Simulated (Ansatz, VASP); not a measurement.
## Li3Si2N: VASP beside Ansatz

```
CELL_PARAMETERS angstrom
2.29881 -4.10040 0.00000
2.29881 4.10040 0.00000
0.00000 0.00000 5.13902
ATOMIC_POSITIONS crystal
Li 0.00000 0.00000 0.22329
Li 0.00000 0.00000 0.77671
Li 0.50000 0.50000 0.50000
Si 0.70881 0.29119 0.00000
Si 0.29119 0.70881 0.00000
N 0.50000 0.50000 0.00000
```

Alike in both runs: functional PBE; k mesh 6 × 6 × 4; occupations gaussian, width 0.1 eV; no spin polarisation.

Ansatz relaxed the structure, and its values are those at the end. VASP's run is a single point on that final structure, the one shown.

|  | VASP | Ansatz |
| --- | --- | --- |
| version | VASP 6.6.1 | Ansatz 0.2.0 |
| potentials or method | VASP PAW PBE potentials, release 64 (Li_sv, Si, N), cutoff 520 eV | scalar-relativistic, plane waves, PAW |
| valence electrons in the cell | 22 | 22 |

Ansatz gave:

| Property | Result |
| --- | --- |
| gap on the k mesh at the Fermi level (eV) | none |
| rms of the force components (eV/Å) | 0.004 |

Q: Which values does VASP return?

A: gap on the k mesh at the Fermi level (eV): none; rms of the force components (eV/Å): 0.009.

A gap of «none» marks a metal or a gap that the smearing closes.

Noted on VASP's run: the cutoff is under 1.25 times that of the potentials, so the pressure is a little rough.
